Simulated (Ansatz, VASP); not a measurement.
## Te2Mo in VASP and in Ansatz

File POSCAR:

```
Te2Mo
1.0
    3.5421276173      0.0000000000      0.0000000000
   -1.7710638086      3.0675725001      0.0000000000
    0.0000000000      0.0000000000     14.1766429953
Te Mo
4 2
Direct
    0.3333333333      0.6666666667      0.6234149345
    0.6666666667      0.3333333333      0.1234149345
    0.3333333333      0.6666666667      0.8765850655
    0.6666666667      0.3333333333      0.3765850655
    0.3333333333      0.6666666667      0.2500000000
    0.6666666667      0.3333333333      0.7500000000
```

The input INCAR.step1:

```
SYSTEM = Te2Mo
PREC = Accurate
ENCUT = 520
ISMEAR = 0
SIGMA = 0.01
LREAL = .FALSE.
LASPH = .TRUE.
NELM = 80
NBANDS = 35
GGA = PE
ALGO = Normal
EDIFF = 1E-4
LWAVE = .TRUE.
LCHARG = .FALSE.
```

File INCAR.step2:

```
SYSTEM = Te2Mo
PREC = Accurate
ENCUT = 520
EDIFF = 1E-6
ISMEAR = 0
SIGMA = 0.01
LREAL = .FALSE.
LASPH = .TRUE.
NELM = 80
ALGO = Normal
ISIF = 2
LWAVE = .FALSE.
LCHARG = .FALSE.
METAGGA = R2SCAN
LMIXTAU = .TRUE.
NBANDS = 35
ISTART = 1
```

Contents of KPOINTS:

```
Automatic mesh
0
G
  6 6 2
  0 0 0
```

Input for Ansatz:

```yaml
crystal:
  lattice:
    - [3.5421276173, 0.0, 0.0]
    - [-1.7710638086, 3.0675725001, 0.0]
    - [0.0, 0.0, 14.1766429953]
  atoms:
    - { symbol: Te, position: [0.3333333333, 0.6666666667, 0.6234149345] }
    - { symbol: Te, position: [0.6666666667, 0.3333333333, 0.1234149345] }
    - { symbol: Te, position: [0.3333333333, 0.6666666667, 0.8765850655] }
    - { symbol: Te, position: [0.6666666667, 0.3333333333, 0.3765850655] }
    - { symbol: Mo, position: [0.3333333333, 0.6666666667, 0.25] }
    - { symbol: Mo, position: [0.6666666667, 0.3333333333, 0.75] }
kpoints:
  mp_grid: { grid: [6, 6, 2] }
hamiltonian:
  xc: r2scan
scf:
  occupations: { method: fixed }
output:
  optics:
    e_range: [0, 12]
    de: 0.05
    sigma: 0.1
    bands: { spectra_wanted_up_to: 12 }
  write_density: true
  write_potential: true
  elf: true
  volumetric_format: npy
```

Alike in both runs: task single point; functional r2SCAN; k mesh 6 × 6 × 2; no spin polarisation.

|  | VASP | Ansatz |
| --- | --- | --- |
| version | VASP 6.6.1 | Ansatz 0.2.0 |
| potentials or method | VASP PAW PBE potentials, release 64 (Te, Mo_sv) | plane waves, PAW |
| plane-wave cutoff (eV) | 520 | 500 |
| occupations | gaussian, width 0.01 eV | fixed |
| valence electrons in the cell | 52 | 92 |

```tsv
	VASP	Ansatz	Ansatz less VASP
gap on the k mesh at the Fermi level (eV)	0.99	1.00	+0.005
```

VASP's potentials were made for PBE, not for r2SCAN. VASP's potentials hold 52 valence electrons a cell and Ansatz's 92, so a difference there can come from the potentials and not from the codes.

Neither program's run includes spin-orbit coupling.
